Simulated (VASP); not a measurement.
# Sc2As3Se3 (P-6m2) in VASP: relaxation of cell and atoms with PBE

Aim: the relaxation of cell and atoms of Sc2As3Se3 with PBE.

All numbers are computed with VASP 6.6.1; they aren't measurements. Logs are shortened: lines on timing, memory, paths and dates and some standing lists are left out, and cuts for length are marked.

## 1. The cell of the first run

The structure is hexagonal, space group P-6m2 (No. 187). Conventional cell: a = 5.192 Å, b = 5.192 Å, c = 9.336 Å, α = 90.00°, β = 90.00°, γ = 120.00°. Sc (site symmetry -6m2) has 2 Se at 2.12 Å within 2.8 Å. Within 3.4 Å of Sc (site symmetry -6m2) lie 2 Se at 2.55 Å and 3 As at 3.00 Å. As (site symmetry -6m2) has 3 Sc at 3.00 Å and 6 Se at 3.93 Å and 6 As at 4.00 Å within 4.0 Å. As (site symmetry 3m) has 1 Se at 2.02 Å within 2.7 Å. Within 2.7 Å of Se (site symmetry -6m2) lie 2 As at 2.02 Å. Se (site symmetry 3m) has 2 Sc at 2.12 to 2.55 Å within 2.8 Å.

The cell was generated, and may not be a known phase.

## 2. Relaxation of cell and atoms, PBE

Input file INCAR:

```
ALGO = Normal
EDIFF = 1E-7
EDIFFG = -0.08
ENCUT = 600
GGA = PE
IBRION = 2
ISIF = 3
ISMEAR = 0
LASPH = T
LCHARG = F
LREAL = F
LWAVE = F
NELM = 100
NSW = 36
PREC = Accurate
SIGMA = 0.2
```

Input file KPOINTS:

```
k-points
0
Gamma
  4 4 2
```

Input file POSCAR:

```
Sc2As3Se3
1.0
    5.1916769600      0.0000000000      0.0000000000
   -2.5958384800      4.4961241400      0.0000000000
    0.0000000000      0.0000000000      9.3360644500
Sc As Se
2 3 3
Direct
    0.3333333300      0.6666666700      0.5000000000
    0.3333333300      0.6666666700      0.0000000000
    0.0000000000      0.0000000000      0.0000000000
    0.6666666700      0.3333333300      0.2834047000
    0.6666666700      0.3333333300      0.7165953000
    0.6666666700      0.3333333300      0.5000000000
    0.3333333300      0.6666666700      0.7270968200
    0.3333333300      0.6666666700      0.2729031800
```

Potentials or basis: VASP PAW PBE potentials, release 64 (Sc_sv, As, Se).

Started as:

```
$ cat potpaw_PBE.64/Sc_sv/POTCAR potpaw_PBE.64/As/POTCAR potpaw_PBE.64/Se/POTCAR > POTCAR
$ mpirun -np 1 vasp_std > vasp.out
```

OUTCAR:

```text
EDIFF = 1E-7
   EDIFFG = -0.08
   ENCUT = 600
   GGA = PE
   IBRION = 2
   ISIF = 3
   ISMEAR = 0
   LASPH = T
   LREAL = F
   NELM = 100
   NSW = 36
   PREC = Accurate

 ion  position               nearest neighbor table
   1  0.333  0.667  0.500-   7 2.12   8 2.12   6 3.00   6 3.00   6 3.00
   2  0.333  0.667  0.000-   7 2.55   8 2.55   3 3.00   3 3.00   3 3.00
   3  0.000  0.000  0.000-   2 3.00   2 3.00   2 3.00
   4  0.667  0.333  0.283-   6 2.02
   5  0.667  0.333  0.717-   6 2.02
   6  0.667  0.333  0.500-   4 2.02   5 2.02   1 3.00   1 3.00   1 3.00
   7  0.333  0.667  0.727-   1 2.12   2 2.55
   8  0.333  0.667  0.273-   1 2.12   2 2.55

  LATTYP: Found a hexagonal cell.
 ALAT       =     5.1916769600
 C/A-ratio  =     1.7982753014

  Lattice vectors:

 A1 = (   5.1916769600,   0.0000000000,   0.0000000000)
 A2 = (  -2.5958384800,   4.4961241400,   0.0000000000)
 A3 = (   0.0000000000,   0.0000000000,   9.3360644500)

Analysis of symmetry for initial positions (statically):
=====================================================================
 Subroutine PRICEL returns:
 Original cell was already a primitive cell.

 Routine SETGRP: Setting up the symmetry group for a
 hexagonal supercell.

 Subroutine GETGRP returns: Found 12 space group operations
 (whereof 12 operations were pure point group operations)
 out of a pool of 24 trial point group operations.

The static configuration has the point symmetry D_3h.

Analysis of symmetry for dynamics (positions and initial velocities):
=====================================================================
 Subroutine PRICEL returns:
 Original cell was already a primitive cell.

 Routine SETGRP: Setting up the symmetry group for a
 hexagonal supercell.

 Subroutine GETGRP returns: Found 12 space group operations
 (whereof 12 operations were pure point group operations)
 out of a pool of 24 trial point group operations.

The dynamic configuration has the point symmetry D_3h.

 Subroutine INISYM returns: Found 12 space group operations
 (whereof 12 operations are pure point group operations),
 and found     1 'primitive' translations

----------------------------------------------------------------------------------------

                                     Primitive cell

  volume of cell :     217.9264

  direct lattice vectors                    reciprocal lattice vectors
     5.191676960  0.000000000  0.000000000     0.192615990  0.111206894  0.000000000
    -2.595838480  4.496124140  0.000000000     0.000000000  0.222413788  0.000000000
     0.000000000  0.000000000  9.336064450     0.000000000  0.000000000  0.107111514

  length of vectors
     5.191676960  5.191676964  9.336064450     0.222413788  0.222413788  0.107111514

  position of ions in fractional coordinates (direct lattice)
     0.333333330  0.666666670  0.500000000
     0.333333330  0.666666670  0.000000000
     0.000000000  0.000000000  0.000000000
     0.666666670  0.333333330  0.283404700
     0.666666670  0.333333330  0.716595300
     0.666666670  0.333333330  0.500000000
     0.333333330  0.666666670  0.727096820
     0.333333330  0.666666670  0.272903180

  ion indices of the primitive-cell ions
   primitive index   ion index
                 1           1
                 2           2
                 3           3
                 4           4
                 5           5
                 6           6
                 7           7
                 8           8

----------------------------------------------------------------------------------------

 KPOINTS: k-points

Automatic generation of k-mesh.
 Grid dimensions read from file:
 generate k-points for:    4    4    2

 Generating k-lattice:

  Cartesian coordinates                     Fractional coordinates (reciprocal lattice)
     0.048153998  0.027801723  0.000000000     0.250000000  0.000000000  0.000000000
     0.000000000  0.055603447  0.000000000     0.000000000  0.250000000  0.000000000
     0.000000000  0.000000000  0.053555757     0.000000000  0.000000000  0.500000000

  Length of vectors
     0.055603447  0.055603447  0.053555757

  Shift w.r.t. Gamma in fractional coordinates (k-lattice)
     0.000000000  0.000000000  0.000000000

 Subroutine IBZKPT returns following result:
 ===========================================

 Found      8 irreducible k-points:

 Following reciprocal coordinates:
            Coordinates               Weight
  0.000000  0.000000  0.000000      1.000000
  0.250000  0.000000  0.000000      6.000000
  0.500000  0.000000  0.000000      3.000000
  0.250000  0.250000  0.000000      6.000000
  0.000000  0.000000  0.500000      1.000000
  0.250000  0.000000  0.500000      6.000000
  0.500000  0.000000  0.500000      3.000000
  0.250000  0.250000  0.500000      6.000000
   k-points           NKPTS =      8   k-points in BZ     NKDIM =      8   number of bands    NBANDS=     33
   number of dos      NEDOS =    301   number of ions     NIONS =      8
   total plane-waves  NPLWV = 141120
   dimension x,y,z NGX =    42 NGY =   42 NGZ =   80
   dimension x,y,z NGXF=    84 NGYF=   84 NGZF=  160
   ions per type =               2   3   3
   NGX,Y,Z   is equivalent  to a cutoff of  13.45, 13.45, 14.25 a.u.
   NGXF,Y,Z  is equivalent  to a cutoff of  26.90, 26.90, 28.49 a.u.
 SYSTEM =  unknown system
   PREC   = accura    normal or accurate (medium, high low for compatibility)
   ISTART =      0    job   : 0-new  1-cont  2-samecut
   ICHARG =      2    charge: 1-file 2-atom 10-const
   ISPIN  =      1    spin polarized calculation?
   LNONCOLLINEAR =      F non collinear calculations
   LSORBIT =      F    spin-orbit coupling
   LASPH  =      T    aspherical Exc in radial PAW
   ENCUT  =  600.0 eV  44.10 Ry    6.64 a.u.  10.37 10.37 18.65*2*pi/ulx,y,z
   NELM   =    100;   NELMIN=  2; NELMDL= -5     # of ELM steps
   EDIFF  = 0.1E-06   stopping-criterion for ELM
   LREAL  =      F    real-space projection
   EDIFFG = -.8E-01   stopping-criterion for IOM
   NSW    =     36    number of steps for IOM
   IBRION =      2    ionic relax: 0-MD 1-quasi-New 2-CG
   NFREE  =      1    steps in history (QN), initial steepest desc. (CG)
   ISIF   =      3    stress and relaxation
   ISYM   =      2    0-nonsym 1-usesym 2-fastsym
   POTIM  = 0.5000    time-step for ionic-motion
   TEBEG  =    0.0;   TEEND  =   0.0 temperature during run
   PSTRESS=    0.0 pullay stress
   NELECT =      55.0000    total number of electrons
   NUPDOWN=      -1.0000    fix difference up-down
   EMIN   =  10.00;   EMAX   =-10.00  energy-range for DOS
   EFERMI =   0.00;   METHOD = LEGACY
   ISMEAR =     0;   SIGMA  =   0.20  broadening in eV -4-tet -1-fermi 0-gaus
   EFERMI_NEDOS =   21; number of points for ismear=-14 and -15
   IALGO  =     38    algorithm
   IMIX   =      4    mixing-type and parameters
     AMIX     =   0.40;   BMIX     =  1.00
     AMIX_MAG =   1.60;   BMIX_MAG =  1.00
  volume/ion in A,a.u.               =      27.24       183.83
  Fermi-wavevector in a.u.,A,eV,Ry     =   1.034568  1.955050 14.562742  1.070331
  Thomas-Fermi vector in A             =   2.168870
   LORBIT       =      0    0 simple, 1 ext, 2 COOP (PROOUT), +10 PAW based schemes
   GGA     = PE    functional components
   LHFCALC =     F    Hartree Fock is set to
   AEXX    =    0.0000 exact exchange contribution
   IVDW    =     0    specifies the selected vdW correction
   LEPSILON=     F    determine dielectric tensor
   LRPA    =     F    only Hartree local field effects (RPA)
 conjugate gradient relaxation of ions
 non-spin polarized calculation
 Gauss-broadening in eV      SIGMA  =   0.20
  energy-cutoff  :      600.00
  volume of cell :      217.93
 maximum number of plane-waves:      7310
 NGX is ok and might be reduce to    42
   NGX = 21   NGY = 21   NGZ = 37

--------------------------------------- Ionic step        1  -------------------------------------------

 number of electron      55.0000002 magnetization

 Free energy of the ion-electron system (eV)
  ---------------------------------------------------
  ext. energy  EPLUGINS =         0.00000000
  ---------------------------------------------------
  free energy    TOTEN  =       -32.13731009 eV

  energy without entropy =      -32.04158742  energy(sigma->0) =      -32.08944876

------------------------ aborting loop because EDIFF is reached ----------------------------------------

  FORCE on cell =-STRESS in cart. coord.  units (eV):
  Direction    XX          YY          ZZ          XY          YZ          ZX
  --------------------------------------------------------------------------------------
  -------------------------------------------------------------------------------------
  Total       -2.1694527     -2.1694527     68.5726392      0.0000000      0.0000000      0.0000000
  in kB      -15.9496433    -15.9496433    504.1405730      0.0000000      0.0000000      0.0000000
  external PRESSURE =     157.4137621 kB  Pullay stress =       0.0000000 kB
[... 107 lines left out ...]
  FREE ENERGIE OF THE ION-ELECTRON SYSTEM (eV)
  ---------------------------------------------------
  free  energy   TOTEN  =       -38.3790026695 eV

  energy  without entropy=      -38.2004399955  energy(sigma->0) =      -38.28972133

[... ionic steps 4 to 31 ...]

--------------------------------------- Ionic step       32  -------------------------------------------

 number of electron      55.0000001 magnetization

------------------------ aborting loop because EDIFF is reached ----------------------------------------

  FORCE on cell =-STRESS in cart. coord.  units (eV):
  Direction    XX          YY          ZZ          XY          YZ          ZX
  --------------------------------------------------------------------------------------
  -------------------------------------------------------------------------------------
  Total        0.1372323      0.1372323      0.0650965     -0.0000000      0.0000000      0.0000000
  in kB        1.0953489      1.0953489      0.5195817     -0.0000000      0.0000000      0.0000000
  external PRESSURE =       0.9034265 kB  Pullay stress =       0.0000000 kB
[... 69 lines left out ...]
  energy  without entropy=      -40.9890094648  energy(sigma->0) =      -41.04748874

--------------------------------------- Ionic step       34  -------------------------------------------

 number of electron      54.9999998 magnetization

 Free energy of the ion-electron system (eV)
  ---------------------------------------------------
  ext. energy  EPLUGINS =         0.00000000
  ---------------------------------------------------
  free energy    TOTEN  =       -41.10826758 eV

  energy without entropy =      -40.99167519  energy(sigma->0) =      -41.04997139

 E-fermi :   3.9059     XC(G=0):  -9.2524

 val. band max:        3.8943724452   @ k =   0.2500   0.0000   0.0000
 cond. band min:       3.9859425835   @ k =   0.0000   0.0000   0.5000
 fundamental gap:      0.0915701383
 Fermi energy:         3.9059090037

 k-point     1 :       0.0000    0.0000    0.0000
  band No.  band energies     occupation
      1     -46.9672      2.00000
      2     -45.8764      2.00000
      3     -25.6105      2.00000
      4     -25.6105      2.00000
      5     -25.5340      2.00000
      6     -24.5460      2.00000
[... 312 lines left out ...]
  FREE ENERGIE OF THE ION-ELECTRON SYSTEM (eV)
  ---------------------------------------------------
  free  energy   TOTEN  =       -41.1082675843 eV

  energy  without entropy=      -40.9916751878  energy(sigma->0) =      -41.04997139

 reached required accuracy - stopping structural energy minimisation
```

Wall time 47 min (1 thread of Intel Xeon Platinum 8488C (Sapphire Rapids), shared host); peak memory 0.44 GiB.

Results:

* Free energy: -41.1083 eV
* Relaxed volume: 25.10 Å³/atom
* Relaxed cell: a = 4.553 Å, b = 4.553 Å, c = 11.186 Å, α = 90.00°, β = 90.00°, γ = 120.00°
* Space group after relaxing (to 0.1 Å): P-6m2 (No. 187)
* Energy gained by relaxing: 1121.4 meV/atom
* Ionic steps: 34
* Pressure after relaxing: 0.1 GPa
* Largest force after relaxing: 0.050 eV/Å
* Band gap on the k mesh: zero (an odd number of electrons rules out a gap without spin polarisation)

Forces in eV/Å, atoms in the order of the input:
```
Sc   0.000  0.000  0.000
Sc   0.000  0.000  0.000
As   0.000  0.000  0.000
As   0.000  0.000 -0.050
As   0.000  0.000  0.050
Se   0.000  0.000  0.000
Se   0.000  0.000  0.042
Se   0.000  0.000 -0.042
```

The path:
```tsv
step	energy change (eV)	largest force (eV/Å)	pressure (GPa)	volume (Å³)
1	0.0000	8.1595	15.74	217.93
2	-4.1702	0.2329	-8.92	300.04
3	-6.2417	0.6894	-6.56	256.07
4	-6.2633	0.7930	-6.27	254.47
5	-6.2771	1.0286	-5.60	251.17
6	-7.6222	0.8307	-2.52	220.99
7	-7.8404	0.7503	0.20	208.29
8	-7.8439	0.7386	0.81	206.07
9	-7.8440	0.7430	0.57	206.93
10	-7.8983	0.5745	-0.03	208.50
11	-7.9444	0.3758	-1.07	211.63
12	-7.9908	0.4092	-0.64	209.30
13	-8.0869	0.5594	0.82	202.39
14	-8.0077	1.4829	4.74	188.98
15	-8.1016	0.6532	1.89	198.24
16	-8.1198	0.6993	1.93	197.87
17	-8.1774	0.8379	2.06	196.78
18	-8.2950	1.1355	2.33	194.61
19	-8.3884	1.8061	3.17	190.29
20	-8.4317	1.8005	3.02	190.46
21	-8.5124	1.7215	2.70	190.97
22	-8.5383	1.1330	2.55	191.98
23	-8.5955	1.0701	1.80	193.88
24	-8.7213	0.9576	-0.16	199.65
25	-8.7706	0.6697	-3.18	211.52
26	-8.7885	0.7982	-2.18	207.02
27	-8.8821	0.5449	-1.93	206.54
28	-8.9440	0.1793	-1.39	205.86
29	-8.9463	0.1391	-1.23	205.69
30	-8.9650	0.1010	-0.39	202.48
31	-8.9676	0.0998	0.06	200.83
32	-8.9676	0.1001	0.09	200.73
33	-8.9687	0.0857	0.09	200.75
34	-8.9710	0.0496	0.08	200.82
```

Final structure:
```
Sc As Se
1.0
     4.55296    0.00000    0.00000
    -2.27648    3.94298    0.00000
     0.00000    0.00000   11.18620
Sc As Se
2 3 3
Cartesian
  0.0000 2.6287 5.5931
  0.0000 2.6287 11.1862
  0.0000 0.0000 11.1862
  2.2765 1.3143 1.9033
  2.2765 1.3143 9.2829
  2.2765 1.3143 5.5931
  0.0000 2.6287 8.4104
  0.0000 2.6287 2.7757
```

Levels at points of the mesh, in eV from the Fermi level:
| k point | band 24 | band 25 | band 26 | band 27 | band 28 | band 29 | band 30 | band 31 |
| --- | --- | --- | --- | --- | --- | --- | --- | --- |
| (0.00, 0.00, 0.00) | -2.78 | -1.55 | -1.41 | -1.01 | -0.10 | -0.10 | 0.83 | 0.83 |
| (0.50, 0.00, 0.00) | -2.00 | -1.56 | -1.33 | -0.83 | 0.13 | 0.45 | 0.71 | 0.90 |
| (0.00, 0.00, 0.50) | -2.81 | -1.75 | -1.41 | -1.08 | 0.08 | 0.08 | 0.40 | 0.40 |
| (0.50, 0.00, 0.50) | -2.30 | -1.91 | -1.67 | -0.60 | 0.41 | 0.41 | 0.81 | 0.90 |

Caveat: a cell axis changed by over 15 % at a fixed basis, so the end point is rough; the relaxation stopped at a loose force limit of 0.08 eV/Å, so its end isn't a converged minimum.

The gap in the log of VASP goes by the Fermi energy; the results here count the filled bands.